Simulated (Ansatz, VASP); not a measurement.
SnO2 in VASP and in Ansatz

The input INCAR:

```
SYSTEM = SnO2
PREC = Accurate ; ENCUT = 520
EDIFF = 1E-7 ; ISMEAR = 0
SIGMA = 0.05 ; LREAL = .False.
LASPH = .True. ; NELM = 60
ALGO = Normal ; ISIF = 2
LWAVE = .False. ; LCHARG = .True.
GGA = PE ; IVDW = 12
LELF = .True. ; LVHAR = .True.
NBANDS = 64
```

KPOINTS

```
regular mesh
0
Gamma
  6 6 6
  0 0 0
```

Contents of POSCAR:

```
SnO2
1.0
    3.2373377712      1.8690778337      4.2908446647
   -3.2373377712      1.8690778337      4.2908446647
    0.0000000000     -3.7381556673      4.2908446647
Sn O
4 8
Direct
    0.8647809056      0.8647779341      0.8647779341
    0.3647902692      0.3647932873      0.8647854418
    0.3647902692      0.8647854418      0.3647932873
    0.8647877746      0.3647917490      0.3647917490
    0.1273434489      0.6180930669      0.6180930615
    0.6273139242      0.1181163447      0.6180940956
    0.6273139242      0.6180941011      0.1181163393
    0.6022554841      0.6114782744      0.6114782799
    0.1273357083      0.1181124777      0.1181124722
    0.1022374930      0.1114710420      0.6114667657
    0.1022374930      0.6114667602      0.1114710475
    0.6022558547      0.1114672463      0.1114672518
```

Input for Ansatz:

```yaml
crystal:
  lattice:
    - [3.2373377712, 1.8690778337, 4.2908446647]
    - [-3.2373377712, 1.8690778337, 4.2908446647]
    - [0.0, -3.7381556673, 4.2908446647]
  atoms:
    - { symbol: Sn, position: [0.8647809056, 0.8647779341, 0.8647779341] }
    - { symbol: Sn, position: [0.3647902692, 0.3647932873, 0.8647854418] }
    - { symbol: Sn, position: [0.3647902692, 0.8647854418, 0.3647932873] }
    - { symbol: Sn, position: [0.8647877746, 0.364791749, 0.364791749] }
    - { symbol: O, position: [0.1273434489, 0.6180930669, 0.6180930615] }
    - { symbol: O, position: [0.6273139242, 0.1181163447, 0.6180940956] }
    - { symbol: O, position: [0.6273139242, 0.6180941011, 0.1181163393] }
    - { symbol: O, position: [0.6022554841, 0.6114782744, 0.6114782799] }
    - { symbol: O, position: [0.1273357083, 0.1181124777, 0.1181124722] }
    - { symbol: O, position: [0.102237493, 0.111471042, 0.6114667657] }
    - { symbol: O, position: [0.102237493, 0.6114667602, 0.1114710475] }
    - { symbol: O, position: [0.6022558547, 0.1114672463, 0.1114672518] }
basis:
  ecutwfc: 520.0
kpoints:
  mp_grid: { grid: [6, 6, 6] }
hamiltonian:
  xc: pbe
  pseudopotentials: { kind: paw, azcp: { folder: soft_1 } }
  dispersion: d3bj
scf:
  occupations: { method: gaussian, width: 0.05 }
output:
  forces: true
  stress: true
  eigenvalues: true
  write_density: true
  write_potential: true
  elf: true
  volumetric_format: npy
```

Change from the starting cell: mode 20 frozen in at +0.000 Å and mode 26 at +0.035 Å (largest displacements).

Alike in both runs: task single point; functional PBE; dispersion D3(BJ); k mesh 6 × 6 × 6; occupations gaussian, width 0.05 eV; no spin polarisation.

```csv
,VASP,Ansatz
version,VASP 6.6.1,Ansatz 0.2.0
potentials or method,"VASP PAW PBE potentials, release 64 (Sn_d, O), cutoff 520 eV","scalar-relativistic, plane waves, PAW"
valence electrons in the cell,104,104
```

Ansatz gave:

```
gap on the k mesh at the Fermi level (eV)                     : 1.57
least direct gap on the mesh (eV)                             : 1.57
pressure (GPa)                                                : 0.2
traceless stress, the component that is largest in VASP (GPa) : 2.56
rms of the force components (eV/Å)                            : 0.189
```

Estimate VASP's values.

gap on the k mesh at the Fermi level (eV): 1.55; least direct gap on the mesh (eV): 1.55; pressure (GPa): 0.8; traceless stress, the component that is largest in VASP (GPa): 2.60; rms of the force components (eV/Å): 0.196.

Atom by atom the forces differ by 0.027 eV/Å (rms over components). Ansatz's warnings: near symmetry operation missed by atoms.
